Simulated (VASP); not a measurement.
Input of a VASP 6.6.1 run:

File INCAR:

```
SYSTEM = TiO2
  PREC = Accurate
  ENCUT = 520
  EDIFF = 1E-6
  ISMEAR = 0
  SIGMA = 0.05
  LREAL = .False.
  LASPH = .True.
  NELM = 150
  ALGO = Normal
  ISIF = 2
  LWAVE = .False.
  LCHARG = .False.
  LMAXMIX = 4
  LDAU = .True.
  LDAUTYPE = 2
  LDAUL = 2 -1
  LDAUU = 4 0
  LDAUJ = 0 0
  LDAUPRINT = 1
  GGA = PE
  IVDW = 12
  NBANDS = 19
```

KPOINTS

```
Automatic mesh
0
Gamma
  9 9 9
  0 0 0
```

POSCAR

```
TiO2
1.0
    1.3987500000      0.8075686890      4.5427333333
   -1.3987500000      0.8075686890      4.5427333333
    0.0000000000     -1.6151373781      4.5427333333
Ti O
1 2
Direct
    0.0000000000      0.0000000000      0.0000000000
    0.6017580785      0.6017580785      0.6017580785
    0.3982419215      0.3982419215      0.3982419215
```

Potentials or basis: VASP PAW PBE potentials, release 64 (Ti_sv, O).

The run is started by

```console
$ cat potpaw_PBE.64/Ti_sv/POTCAR potpaw_PBE.64/O/POTCAR > POTCAR
$ mpirun -np 1 vasp_std > vasp.out
```

Problem. What does it give for the pressure?

Solution. 69.1 GPa.

Problem. Predict the dispersion energy per atom.

Solution. -0.246 eV.

Problem. What does it give for the largest force?

Solution. 4.788 eV/Å.

Problem. Predict the band gap on the k mesh.

Solution. 3.71 eV (least direct gap 4.14 eV).

Eigenvalues of the final occupation matrices:
| site | spin | trace | eigenvalues |
| --- | --- | --- | --- |
| site 1 d | 1 | 0.99 | 0.11 0.12 0.12 0.32 0.32 |
| site 1 d | 2 | 0.99 | 0.11 0.12 0.12 0.32 0.32 |

Caveat: the stress differs along the axes, from 46 to 81 GPa; forces of over 1 eV/Å act on the atoms, so gaps and moduli don't describe the material at rest. A k mesh can miss the band edges.
